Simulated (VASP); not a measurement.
# Cd3Hg2S5 (R3m) in VASP: notebook

The runs below take Cd3Hg2S5 through single point, with PBE.

All numbers are computed with VASP 6.6.1; they aren't measurements. Logs are shortened: lines on timing, memory, paths and dates and some standing lists are left out, and cuts for length are marked.

**1. The cell of the first run**

It takes space group R3m (No. 160, trigonal). The conventional cell has a = 4.211 Å, b = 4.211 Å, c = 51.509 Å, α = 90.00°, β = 90.00°, γ = 120.00°. Cd (site symmetry 3m) has 4 S at 2.57 Å within 3.4 Å. Cd (site symmetry 3m) has 4 S at 2.57 Å within 3.4 Å. Cd (site symmetry 3m) has 4 S at 2.57 Å within 3.4 Å. Hg (site symmetry 3m) has 4 S at 2.59 Å within 3.4 Å. Hg (site symmetry 3m) has 4 S at 2.59 Å within 3.4 Å. Within 3.4 Å of S (site symmetry 3m) lie 4 Cd at 2.57 Å. Within 3.4 Å of S (site symmetry 3m) lie 4 Cd at 2.57 Å. Within 3.4 Å of S (site symmetry 3m) lie 1 Cd at 2.57 Å and 3 Hg at 2.59 Å.

**2. Single point, PBE**

Input file INCAR:

```
SYSTEM = Cd3Hg2S5
ALGO = Normal
EDIFF = 1E-6
ENCUT = 520
GGA = PE
ISIF = 2
ISMEAR = 0
LASPH = .TRUE.
LCHARG = .TRUE.
LELF = .TRUE.
LREAL = .FALSE.
LVHAR = .TRUE.
LWAVE = .FALSE.
NBANDS = 56
NELM = 100
PREC = Accurate
SIGMA = 0.2
```

Input file KPOINTS:

```
k-points
0
G
  6 6 6
  0 0 0
```

Input file POSCAR:

```
Cd3Hg2S5
1.0
   -2.1053002941      3.6464870745      0.0000000000
   -4.2106005881      0.0000000000      0.0000000000
   -2.1053002941      1.2154956915     17.1696223260
Cd Hg S
3 2 5
Direct
    0.0003638466      0.0003638466      0.9989084601
    0.3999358504      0.3999358504      0.8001924488
    0.7993912248      0.7993912248      0.6018263255
    0.1996967045      0.1996967045      0.4009098864
    0.6004927176      0.6004927176      0.1985218471
    0.0502740949      0.0502740949      0.8491777152
    0.4497976627      0.4497976627      0.6506070119
    0.8492599928      0.8492599928      0.4522200215
    0.2499448497      0.2499448497      0.2501654510
    0.6508430559      0.6508430559      0.0474708324
```

Potentials or basis: VASP PAW PBE potentials, release 64 (Cd, Hg, S).

Launch:

```sh
> cat potpaw_PBE.64/Cd/POTCAR potpaw_PBE.64/Hg/POTCAR potpaw_PBE.64/S/POTCAR > POTCAR
> mpirun -np 1 vasp_std > vasp.out
```

OUTCAR:

```text
SYSTEM = Cd3Hg2S5
   EDIFF = 1E-6
   ENCUT = 520
   GGA = PE
   ISIF = 2
   ISMEAR = 0
   LASPH = .TRUE.
   LREAL = .FALSE.
   NELM = 100
   PREC = Accurate

 ion  position               nearest neighbor table
   1  0.000  0.000  0.999-  10 2.57  10 2.57  10 2.57   6 2.57
   2  0.400  0.400  0.800-   7 2.57   6 2.57   6 2.57   6 2.57
   3  0.799  0.799  0.602-   8 2.57   7 2.57   7 2.57   7 2.57
   4  0.200  0.200  0.401-   8 2.59   8 2.59   8 2.59   9 2.59
   5  0.600  0.600  0.199-   9 2.59   9 2.59   9 2.59  10 2.59
   6  0.050  0.050  0.849-   1 2.57   2 2.57   2 2.57   2 2.57
   7  0.450  0.450  0.651-   2 2.57   3 2.57   3 2.57   3 2.57
   8  0.849  0.849  0.452-   3 2.57   4 2.59   4 2.59   4 2.59
   9  0.250  0.250  0.250-   5 2.59   5 2.59   5 2.59   4 2.59
  10  0.651  0.651  0.047-   1 2.57   1 2.57   1 2.57   5 2.59

  LATTYP: Found a trigonal (rhomboedric) cell.
 ALAT       =    17.3408664697
 COS(alpha) =     0.9705207446

  Lattice vectors:

 A1 = (  -0.0000000000,  -2.4309913830,  17.1696223260)
 A2 = (   2.1053002940,   1.2154956915,  17.1696223260)
 A3 = (  -2.1053002941,   1.2154956915,  17.1696223260)

Analysis of symmetry for initial positions (statically):
=====================================================================
 Subroutine PRICEL returns:
 Original cell was already a primitive cell.

 Routine SETGRP: Setting up the symmetry group for a
 trigonal (rhombohedral) supercell.

 Subroutine GETGRP returns: Found  6 space group operations
 (whereof  6 operations were pure point group operations)
 out of a pool of 12 trial point group operations.

The static configuration has the point symmetry C_3v.

Analysis of symmetry for dynamics (positions and initial velocities):
=====================================================================
 Subroutine PRICEL returns:
 Original cell was already a primitive cell.

 Routine SETGRP: Setting up the symmetry group for a
 trigonal (rhombohedral) supercell.

 Subroutine GETGRP returns: Found  6 space group operations
 (whereof  6 operations were pure point group operations)
 out of a pool of 12 trial point group operations.

The dynamic configuration has the point symmetry C_3v.

 Subroutine INISYM returns: Found  6 space group operations
 (whereof  6 operations are pure point group operations),
 and found     1 'primitive' translations

[... 115 lines left out ...]
   NFREE  =      0    steps in history (QN), initial steepest desc. (CG)
   ISIF   =      2    stress and relaxation
   ISYM   =      2    0-nonsym 1-usesym 2-fastsym
   POTIM  = 0.5000    time-step for ionic-motion
   TEBEG  =    0.0;   TEEND  =   0.0 temperature during run
   PSTRESS=    0.0 pullay stress
   NELECT =      90.0000    total number of electrons
   NUPDOWN=      -1.0000    fix difference up-down
   EMIN   =  10.00;   EMAX   =-10.00  energy-range for DOS
   EFERMI =   0.00;   METHOD = LEGACY
   ISMEAR =     0;   SIGMA  =   0.20  broadening in eV -4-tet -1-fermi 0-gaus
   EFERMI_NEDOS =   21; number of points for ismear=-14 and -15
   IALGO  =     38    algorithm
   IMIX   =      4    mixing-type and parameters
     AMIX     =   0.40;   BMIX     =  1.00
     AMIX_MAG =   1.60;   BMIX_MAG =  1.00
  volume/ion in A,a.u.               =      26.36       177.90
  Fermi-wavevector in a.u.,A,eV,Ry     =   1.144184  2.162194 17.812161  1.309157
  Thomas-Fermi vector in A             =   2.280877
   LORBIT       =      0    0 simple, 1 ext, 2 COOP (PROOUT), +10 PAW based schemes
   GGA     = PE    functional components
   LHFCALC =     F    Hartree Fock is set to
   AEXX    =    0.0000 exact exchange contribution
   IVDW    =     0    specifies the selected vdW correction
   LEPSILON=     F    determine dielectric tensor
   LRPA    =     F    only Hartree local field effects (RPA)
 non-spin polarized calculation
 Gauss-broadening in eV      SIGMA  =   0.20
  energy-cutoff  :      520.00
  volume of cell :      263.62
 maximum number of plane-waves:      7138
   NGX = 15   NGY = 15   NGZ = 65

 number of electron      90.0000001 magnetization

 Free energy of the ion-electron system (eV)
  ---------------------------------------------------
  ext. energy  EPLUGINS =         0.00000000
  ---------------------------------------------------
  free energy    TOTEN  =       -27.52766572 eV

  energy without entropy =      -27.52432418  energy(sigma->0) =      -27.52599495

 E-fermi :   1.4888     XC(G=0):  -8.9416

 val. band max:        1.4641599869   @ k =   0.0000   0.0000   0.0000
 cond. band min:       1.6445771306   @ k =   0.0000   0.0000   0.1667
 fundamental gap:      0.1804171437
 Fermi energy:         1.4887775753

 k-point     1 :       0.0000    0.0000    0.0000
  band No.  band energies     occupation
      1     -11.3007      2.00000
      2     -11.0995      2.00000
      3     -11.0546      2.00000
      4     -10.8788      2.00000
      5     -10.7981      2.00000
      6      -6.6020      2.00000
[... 1405 lines left out ...]
     55       7.4349      0.00000
     56       7.8915      0.00000

 [... further k-points ...]

------------------------ aborting loop because EDIFF is reached ----------------------------------------

  FORCE on cell =-STRESS in cart. coord.  units (eV):
  Direction    XX          YY          ZZ          XY          YZ          ZX
  --------------------------------------------------------------------------------------
  -------------------------------------------------------------------------------------
  Total        0.4636547      0.4636547      0.4335493     -0.0000000      0.0000000     -0.0000000
  in kB        2.8179015      2.8179015      2.6349333     -0.0000000      0.0000000     -0.0000000
  external PRESSURE =       2.7569121 kB  Pullay stress =       0.0000000 kB

 VOLUME and BASIS-vectors are now :
 -----------------------------------------------------------------------------
  energy-cutoff  :      520.00
  volume of cell :      263.62
      direct lattice vectors                 reciprocal lattice vectors
    -2.105300294  3.646487074  0.000000000     0.000000000  0.274236540 -0.019414133
    -4.210600588  0.000000000  0.000000000    -0.237495811 -0.137118270 -0.019414133
    -2.105300294  1.215495691 17.169622326     0.000000000  0.000000000  0.058242399

 POSITION                                       TOTAL-FORCE (eV/Angst)
 -----------------------------------------------------------------------------------
     -2.10530      1.21550     17.15088        -0.000000      0.000000      0.000258
     -4.21060      2.43099     13.73900        -0.000000     -0.000000      0.001129
     -6.31590      3.64649     10.33313        -0.000000     -0.000000      0.001558
     -2.10530      1.21550      6.88347         0.000000      0.000000     -0.003186
     -4.21060      2.43099      3.40855         0.000000      0.000000     -0.004421
     -2.10530      1.21550     14.58006         0.000000      0.000000     -0.000248
     -4.21060      2.43099     11.17068         0.000000      0.000000     -0.001269
     -6.31590      3.64649      7.76445        -0.000000     -0.000000      0.002003
     -2.10530      1.21550      4.29525        -0.000000     -0.000000      0.003134
     -4.21060      2.43099      0.81506        -0.000000     -0.000000      0.001043
 -----------------------------------------------------------------------------------
    total drift:                               -0.000050      0.000029     -0.000065

  FREE ENERGIE OF THE ION-ELECTRON SYSTEM (eV)
  ---------------------------------------------------
  free  energy   TOTEN  =       -27.5276657215 eV

  energy  without entropy=      -27.5243241753  energy(sigma->0) =      -27.52599495
```

OSZICAR:

```text
N       E                     dE             d eps       ncg     rms          rms(c)
DAV:   1     0.667134250750E+03    0.66713E+03   -0.43051E+04  3584   0.147E+03
DAV:   2     0.172067345499E+02   -0.64993E+03   -0.62921E+03  3960   0.361E+02
DAV:   3    -0.292986731094E+02   -0.46505E+02   -0.46110E+02  4184   0.927E+01
DAV:   4    -0.300840728731E+02   -0.78540E+00   -0.78379E+00  4120   0.116E+01
DAV:   5    -0.300993657457E+02   -0.15293E-01   -0.15291E-01  4272   0.160E+00    0.180E+01
DAV:   6    -0.275236834491E+02    0.25757E+01   -0.56405E+00  4672   0.175E+01    0.141E+01
DAV:   7    -0.275966459683E+02   -0.72963E-01   -0.30496E+00  4072   0.641E+00    0.464E+00
DAV:   8    -0.275266976414E+02    0.69948E-01   -0.54514E-01  4256   0.468E+00    0.135E+00
DAV:   9    -0.275273629813E+02   -0.66534E-03   -0.60866E-02  4152   0.195E+00    0.450E-01
DAV:  10    -0.275272887175E+02    0.74264E-04   -0.32412E-03  4000   0.401E-01    0.144E-01
DAV:  11    -0.275274807736E+02   -0.19206E-03   -0.74143E-04  4208   0.124E-01    0.834E-02
DAV:  12    -0.275276237352E+02   -0.14296E-03   -0.22890E-04  3992   0.615E-02    0.386E-02
DAV:  13    -0.275276622562E+02   -0.38521E-04   -0.87333E-05  4080   0.585E-02    0.116E-02
DAV:  14    -0.275276648481E+02   -0.25919E-05   -0.98947E-06  4072   0.144E-02    0.584E-03
DAV:  15    -0.275276657215E+02   -0.87344E-06   -0.90160E-07  2824   0.413E-03
   1 F= -.27527666E+02 E0= -.27525995E+02  d E =-.334155E-02
```

Run time: 5.4 min. Hardware: 1 thread of Intel Xeon Platinum 8488C (Sapphire Rapids), shared host; peak memory 0.62 GiB.

Results:

```yaml
Free_energy: -27.5277 eV
Pressure: 0.3 GPa
Largest_force: 0.004 eV/Å
Band_gap_on_the_k_mesh: 0.18 eV
```

Forces on the atoms (eV/Å):
```
Cd   0.000  0.000  0.000
Cd   0.000  0.000  0.001
Cd   0.000  0.000  0.002
Hg   0.000  0.000 -0.003
Hg   0.000  0.000 -0.004
S    0.000  0.000  0.000
S    0.000  0.000 -0.001
S    0.000  0.000  0.002
S    0.000  0.000  0.003
S    0.000  0.000  0.001
```

Levels at points of the mesh, in eV from the valence-band top:
```
           k point  band 43  band 44  band 45  band 46  band 47  band 48
(0.00, 0.00, 0.00)    -0.13     0.00     0.00     0.18     1.57     1.74
(0.50, 0.00, 0.00)    -1.32    -0.88    -0.85     2.08     3.12     3.34
(0.50, 0.50, 0.00)    -1.13    -1.11    -0.89     2.27     2.80     3.37
(0.00, 0.00, 0.50)    -0.33    -0.01    -0.01     0.74     1.21     1.85
```

Caveat: spin-orbit coupling is left out, which moves the levels of the heavy elements. A k mesh can miss the band edges.

**3. Single point, PBE**

INCAR, as its differences from that of step 2:

```diff
@@ -1,3 +1,3 @@
 SYSTEM = Cd3Hg2S5
-ALGO = Normal
+ALGO = Fast
 EDIFF = 1E-6
```

KPOINTS is that of step 2.

POSCAR is that of step 2.

Potentials or basis: VASP PAW PBE potentials, release 64 (Cd, Hg, S).

Launch:

```sh
> cat potpaw_PBE.64/Cd/POTCAR potpaw_PBE.64/Hg/POTCAR potpaw_PBE.64/S/POTCAR > POTCAR
> mpirun -np 1 vasp_std > vasp.out
```

Wall time 9.7 min (1 thread of Oxide Virtual Turin-like, shared host); peak memory 0.6 GiB.

It converged, with:

```
Free energy            : -27.5277 eV
Pressure               : 0.3 GPa
Largest force          : 0.004 eV/Å
Band gap on the k mesh : 0.18 eV
```

Forces on the atoms (eV/Å):
```
Cd   0.000  0.000  0.000
Cd   0.000  0.000  0.001
Cd   0.000  0.000  0.001
Hg   0.000  0.000 -0.003
Hg   0.000  0.000 -0.004
S    0.000  0.000  0.000
S    0.000  0.000 -0.001
S    0.000  0.000  0.003
S    0.000  0.000  0.003
S    0.000  0.000  0.001
```

Levels at points of the mesh, in eV from the valence-band top:
| k point | band 42 | band 43 | band 44 | band 45 | band 46 | band 47 | band 48 | band 49 |
| --- | --- | --- | --- | --- | --- | --- | --- | --- |
| (0.00, 0.00, 0.00) | -0.38 | -0.13 | 0.00 | 0.00 | 0.18 | 1.57 | 1.74 | 2.26 |
| (0.50, 0.00, 0.00) | -1.32 | -1.32 | -0.88 | -0.85 | 2.08 | 3.12 | 3.34 | 3.52 |
| (0.50, 0.50, 0.00) | -1.33 | -1.13 | -1.11 | -0.89 | 2.27 | 2.80 | 3.37 | 3.47 |
| (0.00, 0.00, 0.50) | -0.33 | -0.33 | -0.01 | -0.01 | 0.74 | 1.21 | 1.85 | 2.30 |

Caveat: spin-orbit coupling is left out, which moves the levels of the heavy elements.
